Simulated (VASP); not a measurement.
Set up this calculation in VASP 6.6.1, as the native input.

```yaml
Task: relaxation of cell and atoms
Functional: PBE
Potentials_or_basis: VASP PAW PBE potentials, release 64 (K_sv, S, Au)
Cutoff: 600 eV
k_mesh: 10 × 10 × 10
Occupations: gaussian, width 0.1 eV
Spin: no spin polarisation
Dipole_correction: no
Further_INCAR_settings: ALGO = Normal; EDIFF = 1e-07; IBRION = 2; EDIFFG = -0.01; NSW = 100; ISIF = 3
```

The structure of KAuS2 lies in POSCAR:

```
KAuS2
1.0
    4.7520000000      0.0000000000      0.0000000000
    0.0000000000      4.7520000000      0.0000000000
    0.0000000000      0.0000000000      4.6670114600
K S Au
1 2 1
Direct
    0.5000000000      0.5000000000      0.5000000000
    0.5000000000      0.0000000000      0.0000000000
    0.0000000000      0.5000000000      0.0000000000
    0.0000000000      0.0000000000      0.0000000000
```

The input as run:

INCAR

```
SYSTEM = KAuS2
  ALGO = Normal
  EDIFF = 1E-7
  EDIFFG = -0.01
  ENCUT = 600
  GGA = PE
  IBRION = 2
  ISIF = 3
  ISMEAR = 0
  LASPH = .True.
  LCHARG = .False.
  LREAL = .False.
  LWAVE = .False.
  NELM = 100
  NSW = 100
  PREC = Accurate
  SIGMA = 0.1
```

KPOINTS

```
k-points
0
Gamma
  10 10 10
  0 0 0
```

Potentials or basis: VASP PAW PBE potentials, release 64 (K_sv, S, Au).

Command:

```console
$ cat potpaw_PBE.64/K_sv/POTCAR potpaw_PBE.64/S/POTCAR potpaw_PBE.64/Au/POTCAR > POTCAR
$ mpirun -np 1 vasp_std > vasp.out
```

Results of the run:

```yaml
Relaxed_volume: 27.45 Å³/atom
Relaxed_cell: a = 4.842 Å, b = 4.842 Å, c = 4.682 Å, α = 90.00°, β = 90.00°, γ = 90.00°
Space_group_after_relaxing_to_0.05_Å: P4/mmm (No. 123)
Energy_gained_by_relaxing: 10.9 meV/atom
Ionic_steps: 5
Pressure_after_relaxing: 0.0 GPa
Band_gap_on_the_k_mesh: zero (band 16 reaches 2.22 eV, above the bottom of band 17 at 1.22 eV)
```

Caveat: spin-orbit coupling is left out, which moves the levels of the heavy elements.

Run time: 13 min on 1 thread of AMD EPYC 7R13 Processor (Zen 3), with other jobs on the host, peak memory 0.48 GiB.
